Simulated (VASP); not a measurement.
The system is Al2Pd.

```
CELL_PARAMETERS angstrom
0.00000 2.94954 2.94954
2.94954 0.00000 2.94954
2.94954 2.94954 0.00000
ATOMIC_POSITIONS crystal
Al 0.25000 0.25000 0.25000
Al 0.75000 0.75000 0.75000
Pd 0.00000 0.00000 0.00000
```

| Quantity | Value |
| --- | --- |
| Program | VASP 6.6.1 |
| Task | relaxation of cell and atoms |
| Functional | LDA |
| Potentials or basis | VASP PAW LDA potentials, release 64 (Al, Pd) |
| Cutoff | 600 eV |
| k mesh | 6 × 6 × 6 |
| Occupations | fermi-dirac, width 0.05 eV |
| Spin | no spin polarisation |

At the start: pressure -3.4 GPa; volume 17.11 Å³/atom.

Q: How do energy, volume and symmetry change on relaxing?

A: Over 3 steps the energy falls by 5.3 meV/atom and the volume is 16.62 Å³/atom (-2.8 %); space group Fm-3m (No. 225, to 0.05 Å).

The path:
```csv
step,energy change (eV),largest force (eV/Å),pressure (GPa),volume (Å³)
1,0.0000,0.0000,-3.39,51.32
2,-0.0043,0.0000,3.24,48.68
3,-0.0159,0.0000,-0.01,49.86
```

Final structure:
```
Al Pd
1.0
     0.00000    2.92134    2.92134
     2.92134    0.00000    2.92134
     2.92134    2.92134    0.00000
Al Pd
2 1
Direct
  0.25000 0.25000 0.25000
  0.75000 0.75000 0.75000
  0.00000 0.00000 0.00000
```
